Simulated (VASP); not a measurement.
# Sn3PbSe4 (Cmmm) in VASP: single point with PBE

Aim: the single point of Sn3PbSe4 with PBE.

All numbers are computed with VASP 6.6.1; they aren't measurements. Logs are shortened: lines on timing, memory, paths and dates and some standing lists are left out, and cuts for length are marked.

## Step 1: The cell of the first run

The structure is orthorhombic, space group Cmmm (No. 65). Conventional cell: a = 8.630 Å, b = 12.206 Å, c = 4.315 Å, α = 90.00°, β = 90.00°, γ = 90.00°. Within 4.0 Å of Sn (site symmetry 2/m) lie 6 Se at 3.05 Å. Sn (site symmetry mmm) has 6 Se at 3.02 Å within 4.0 Å. Within 4.1 Å of Pb (site symmetry mmm) lie 6 Se at 3.08 Å. Within 4.0 Å of Se (site symmetry 2mm) lie 4 Sn at 3.02 to 3.05 Å and 2 Pb at 3.08 Å. Within 4.0 Å of Se (site symmetry m2m) lie 5 Sn at 3.02 to 3.05 Å and 1 Pb at 3.08 Å.

## Step 2: Single point, PBE

INCAR

```
PREC     = Accurate       # precision mode
ENCUT    = 520            # plane-wave cutoff, eV
EDIFF    = 1E-7           # SCF threshold, eV
ISMEAR   = 0              # smearing method
SIGMA    = 0.01           # smearing width, eV
LREAL    = F              # projectors in reciprocal space
LASPH    = T              # aspherical terms in the spheres
NELM     = 60             # most SCF steps
ALGO     = Normal         # electronic algorithm
ISIF     = 2              # what is computed and relaxed
LWAVE    = F              # write WAVECAR
LCHARG   = F              # write CHGCAR
GGA      = PE             # functional
NBANDS   = 50             # bands
```

KPOINTS

```
regular mesh
0
Gamma
  6 6 8
```

POSCAR

```
Sn3PbSe4
1.0
    4.3150202016     -6.1027557855      0.0000000000
    4.3150202016      6.1027557855      0.0000000000
    0.0000000000      0.0000000000      4.3153571990
Sn Pb Se
3 1 4
Direct
    0.0000000000      0.5000000000      0.0000000000
    0.0000000000      0.0000000000      0.5000000000
    0.5000000000      0.0000000000      0.0000000000
    0.5000000000      0.5000000000      0.5000000000
    0.7553237759      0.7553237759      0.0000000000
    0.7526308689      0.2473691311      0.5000000000
    0.2446762241      0.2446762241      0.0000000000
    0.2473691311      0.7526308689      0.5000000000
```

Potentials or basis: VASP PAW PBE potentials, release 64 (Sn_d, Pb_d, Se).

The run is started by

```console
cat potpaw_PBE.64/Sn_d/POTCAR potpaw_PBE.64/Pb_d/POTCAR potpaw_PBE.64/Se/POTCAR > POTCAR
mpirun -np 1 vasp_std > vasp.out
```

OUTCAR:

```text
PREC = Accurate
   ENCUT = 520
   EDIFF = 1E-7
   ISMEAR = 0
   LREAL = F
   LASPH = T
   NELM = 60
   ISIF = 2
   GGA = PE

 ion  position               nearest neighbor table
   1  0.000  0.500  0.000-   6 3.05   8 3.05   6 3.05   8 3.05   7 3.05   5 3.05
   2  0.000  0.000  0.500-   5 3.02   7 3.02   5 3.02   7 3.02   6 3.02   8 3.02
   3  0.500  0.000  0.000-   6 3.05   8 3.05   6 3.05   8 3.05   7 3.05   5 3.05
   4  0.500  0.500  0.500-   6 3.08   8 3.08   7 3.08   5 3.08   5 3.08   7 3.08
   5  0.755  0.755  0.000-   2 3.02   2 3.02   3 3.05   1 3.05   4 3.08   4 3.08
   6  0.753  0.247  0.500-   2 3.02   1 3.05   3 3.05   1 3.05   3 3.05   4 3.08
   7  0.245  0.245  0.000-   2 3.02   2 3.02   3 3.05   1 3.05   4 3.08   4 3.08
   8  0.247  0.753  0.500-   2 3.02   1 3.05   3 3.05   1 3.05   3 3.05   4 3.08

  LATTYP: Found a base centered orthorhombic cell.
 ALAT       =     8.6300404032
 B/A-ratio  =     1.4143052640
 C/A-ratio  =     0.5000390493

  Lattice vectors:

 A1 = (   4.3150202016,  -6.1027557855,   0.0000000000)
 A2 = (   4.3150202016,   6.1027557855,   0.0000000000)
 A3 = (   0.0000000000,   0.0000000000,   4.3153571990)

Analysis of symmetry for initial positions (statically):
=====================================================================
 Subroutine PRICEL returns:
 Original cell was already a primitive cell.

 Routine SETGRP: Setting up the symmetry group for a
 base centered orthorhombic supercell.

 Subroutine GETGRP returns: Found  8 space group operations
 (whereof  8 operations were pure point group operations)
 out of a pool of  8 trial point group operations.

The static configuration has the point symmetry D_2h.

Analysis of symmetry for dynamics (positions and initial velocities):
=====================================================================
 Subroutine PRICEL returns:
 Original cell was already a primitive cell.

 Routine SETGRP: Setting up the symmetry group for a
 base centered orthorhombic supercell.

 Subroutine GETGRP returns: Found  8 space group operations
 (whereof  8 operations were pure point group operations)
 out of a pool of  8 trial point group operations.

The dynamic configuration has the point symmetry D_2h.

 Subroutine INISYM returns: Found  8 space group operations
 (whereof  8 operations are pure point group operations),
 and found     1 'primitive' translations

----------------------------------------------------------------------------------------

                                     Primitive cell

  volume of cell :     227.2770

  direct lattice vectors                    reciprocal lattice vectors
     4.315020202 -6.102755786  0.000000000     0.115874313 -0.081930200  0.000000000
     4.315020202  6.102755786  0.000000000     0.115874313  0.081930200  0.000000000
     0.000000000  0.000000000  4.315357199     0.000000000  0.000000000  0.231730527

  length of vectors
     7.474157312  7.474157312  4.315357199     0.141913403  0.141913403  0.231730527

  position of ions in fractional coordinates (direct lattice)
     0.000000000  0.500000000  0.000000000
     0.000000000  0.000000000  0.500000000
     0.500000000  0.000000000  0.000000000
     0.500000000  0.500000000  0.500000000
     0.755323776  0.755323776  0.000000000
     0.752630869  0.247369131  0.500000000
     0.244676224  0.244676224  0.000000000
     0.247369131  0.752630869  0.500000000

  ion indices of the primitive-cell ions
   primitive index   ion index
                 1           1
                 2           2
                 3           3
                 4           4
                 5           5
                 6           6
                 7           7
                 8           8

----------------------------------------------------------------------------------------

 KPOINTS: regular mesh

Automatic generation of k-mesh.
 Grid dimensions read from file:
 generate k-points for:    6    6    8

 Generating k-lattice:

  Cartesian coordinates                     Fractional coordinates (reciprocal lattice)
     0.019312385 -0.013655033  0.000000000     0.166666667  0.000000000  0.000000000
     0.019312385  0.013655033  0.000000000     0.000000000  0.166666667  0.000000000
     0.000000000  0.000000000  0.028966316     0.000000000  0.000000000  0.125000000

  Length of vectors
     0.023652234  0.023652234  0.028966316

  Shift w.r.t. Gamma in fractional coordinates (k-lattice)
     0.000000000  0.000000000  0.000000000

 Subroutine IBZKPT returns following result:
 ===========================================

 Found     65 irreducible k-points:

 Following reciprocal coordinates:
            Coordinates               Weight
  0.000000  0.000000  0.000000      1.000000
  0.166667  0.000000  0.000000      4.000000
  0.333333  0.000000  0.000000      4.000000
  0.500000  0.000000  0.000000      2.000000
  0.166667  0.166667  0.000000      2.000000
  0.333333  0.166667  0.000000      4.000000
[... 16 lines left out ...]
  0.333333  0.333333  0.125000      4.000000
  0.500000  0.333333  0.125000      8.000000
 [... further k-points ...]
   k-points           NKPTS =     65   k-points in BZ     NKDIM =     65   number of bands    NBANDS=     50
   number of dos      NEDOS =    301   number of ions     NIONS =      8
   total plane-waves  NPLWV = 100352
   dimension x,y,z NGX =    56 NGY =   56 NGZ =   32
   dimension x,y,z NGXF=   112 NGYF=  112 NGZF=   64
   ions per type =               3   1   4
   NGX,Y,Z   is equivalent  to a cutoff of  12.46, 12.46, 12.33 a.u.
   NGXF,Y,Z  is equivalent  to a cutoff of  24.91, 24.91, 24.66 a.u.
 SYSTEM =  unknown system
   PREC   = accura    normal or accurate (medium, high low for compatibility)
   ISTART =      0    job   : 0-new  1-cont  2-samecut
   ICHARG =      2    charge: 1-file 2-atom 10-const
   ISPIN  =      1    spin polarized calculation?
   LNONCOLLINEAR =      F non collinear calculations
   LSORBIT =      F    spin-orbit coupling
   LASPH  =      T    aspherical Exc in radial PAW
   ENCUT  =  520.0 eV  38.22 Ry    6.18 a.u.  13.90 13.90  8.02*2*pi/ulx,y,z
   NELM   =     60;   NELMIN=  2; NELMDL= -5     # of ELM steps
   EDIFF  = 0.1E-06   stopping-criterion for ELM
   LREAL  =      F    real-space projection
   EDIFFG = 0.1E-05   stopping-criterion for IOM
   NSW    =      0    number of steps for IOM
   IBRION =     -1    ionic relax: 0-MD 1-quasi-New 2-CG
   NFREE  =      0    steps in history (QN), initial steepest desc. (CG)
   ISIF   =      2    stress and relaxation
   ISYM   =      2    0-nonsym 1-usesym 2-fastsym
   POTIM  = 0.5000    time-step for ionic-motion
   TEBEG  =    0.0;   TEEND  =   0.0 temperature during run
   PSTRESS=    0.0 pullay stress
   NELECT =      80.0000    total number of electrons
   NUPDOWN=      -1.0000    fix difference up-down
   EMIN   =  10.00;   EMAX   =-10.00  energy-range for DOS
   EFERMI =   0.00;   METHOD = LEGACY
   ISMEAR =     0;   SIGMA  =   0.01  broadening in eV -4-tet -1-fermi 0-gaus
   EFERMI_NEDOS =   21; number of points for ismear=-14 and -15
   IALGO  =     38    algorithm
   IMIX   =      4    mixing-type and parameters
     AMIX     =   0.40;   BMIX     =  1.00
     AMIX_MAG =   1.60;   BMIX_MAG =  1.00
  volume/ion in A,a.u.               =      28.41       191.72
  Fermi-wavevector in a.u.,A,eV,Ry     =   1.155898  2.184331 18.178757  1.336101
  Thomas-Fermi vector in A             =   2.292523
   LORBIT       =      0    0 simple, 1 ext, 2 COOP (PROOUT), +10 PAW based schemes
   GGA     = PE    functional components
   LHFCALC =     F    Hartree Fock is set to
   AEXX    =    0.0000 exact exchange contribution
   IVDW    =     0    specifies the selected vdW correction
   LEPSILON=     F    determine dielectric tensor
   LRPA    =     F    only Hartree local field effects (RPA)
 non-spin polarized calculation
 Gauss-broadening in eV      SIGMA  =   0.01
  energy-cutoff  :      520.00
  volume of cell :      227.28
 maximum number of plane-waves:      6156
   NGX = 27   NGY = 27   NGZ = 17

 number of electron      80.0000035 magnetization

 Free energy of the ion-electron system (eV)
  ---------------------------------------------------
  ext. energy  EPLUGINS =         0.00000000
  ---------------------------------------------------
  free energy    TOTEN  =       -32.81924860 eV

  energy without entropy =      -32.81924860  energy(sigma->0) =      -32.81924860

 E-fermi :   5.2926     XC(G=0):  -9.4522

 val. band max:        5.2499848879   @ k =   0.0000   0.0000   0.0000
 cond. band min:       5.3362787964   @ k =   0.0000   0.0000   0.0000
 fundamental gap:      0.0862939085
 Fermi energy:         5.2925527053

 k-point     1 :       0.0000    0.0000    0.0000
  band No.  band energies     occupation
      1     -16.4340      2.00000
      2     -16.4280      2.00000
      3     -16.4280      2.00000
      4     -16.4249      2.00000
      5     -16.4208      2.00000
      6     -16.4195      2.00000
[... 42 lines left out ...]
     49       9.4534      0.00000
     50       9.4574      0.00000

 k-point     2 :       0.1667    0.0000    0.0000
  band No.  band energies     occupation
      1     -16.4333      2.00000
      2     -16.4282      2.00000
      3     -16.4274      2.00000
      4     -16.4244      2.00000
      5     -16.4206      2.00000
      6     -16.4197      2.00000
[... 42 lines left out ...]
     49       9.1135      0.00000
     50       9.1159      0.00000

 k-point     3 :       0.3333    0.0000    0.0000
  band No.  band energies     occupation
      1     -16.4318      2.00000
      2     -16.4289      2.00000
      3     -16.4255      2.00000
      4     -16.4232      2.00000
      5     -16.4204      2.00000
      6     -16.4201      2.00000
[... 1102 lines left out ...]
     49       9.1237      0.00000
     50       9.2080      0.00000

 k-point    24 :       0.5000    0.3333    0.1250
  band No.  band energies     occupation
      1     -16.4293      2.00000
      2     -16.4283      2.00000
      3     -16.4263      2.00000
      4     -16.4261      2.00000
      5     -16.4204      2.00000
      6     -16.4203      2.00000
[... 42 lines left out ...]
     49       9.0159      0.00000
     50       9.1145      0.00000

 [... further k-points ...]
[... 5 lines left out ...]
  --------------------------------------------------------------------------------------
  -------------------------------------------------------------------------------------
  Total       -0.0307703     -0.0427542     -0.0531774      0.0000000      0.0000000      0.0000000
  in kB       -0.2169136     -0.3013938     -0.3748716      0.0000000      0.0000000      0.0000000
  external PRESSURE =      -0.2977263 kB  Pullay stress =       0.0000000 kB

 VOLUME and BASIS-vectors are now :
 -----------------------------------------------------------------------------
  energy-cutoff  :      520.00
  volume of cell :      227.28
      direct lattice vectors                 reciprocal lattice vectors
     4.315020202 -6.102755786  0.000000000     0.115874313 -0.081930200  0.000000000
     4.315020202  6.102755786  0.000000000     0.115874313  0.081930200  0.000000000
     0.000000000  0.000000000  4.315357199     0.000000000  0.000000000  0.231730527

 POSITION                                       TOTAL-FORCE (eV/Angst)
 -----------------------------------------------------------------------------------
      2.15751      3.05138      0.00000         0.000000      0.000000      0.000000
      0.00000      0.00000      2.15768         0.000000      0.000000      0.000000
      2.15751     -3.05138      0.00000         0.000000     -0.000000      0.000000
      4.31502      0.00000      2.15768         0.000000      0.000000      0.000000
      6.51847      0.00000      0.00000        -0.000953      0.000000     -0.000000
      4.31502     -3.08349      2.15768         0.000000      0.001648      0.000000
      2.11157      0.00000      0.00000         0.000953      0.000000      0.000000
      4.31502      3.08349      2.15768         0.000000     -0.001648      0.000000
 -----------------------------------------------------------------------------------
    total drift:                                0.000000      0.000000      0.000000

  FREE ENERGIE OF THE ION-ELECTRON SYSTEM (eV)
  ---------------------------------------------------
  free  energy   TOTEN  =       -32.8192485953 eV

  energy  without entropy=      -32.8192485953  energy(sigma->0) =      -32.81924860
```

It took 5.6 min on 1 thread of Intel Xeon 6975P-C (Granite Rapids), shared host; peak memory 0.74 GiB.

What came out:

| Property | Result |
| --- | --- |
| Free energy | -32.8192 eV |
| Pressure | 0.0 GPa |
| Band gap on the k mesh | 0.09 eV |

Caveat: spin-orbit coupling is left out, which moves the levels of the heavy elements. A k mesh can miss the band edges.
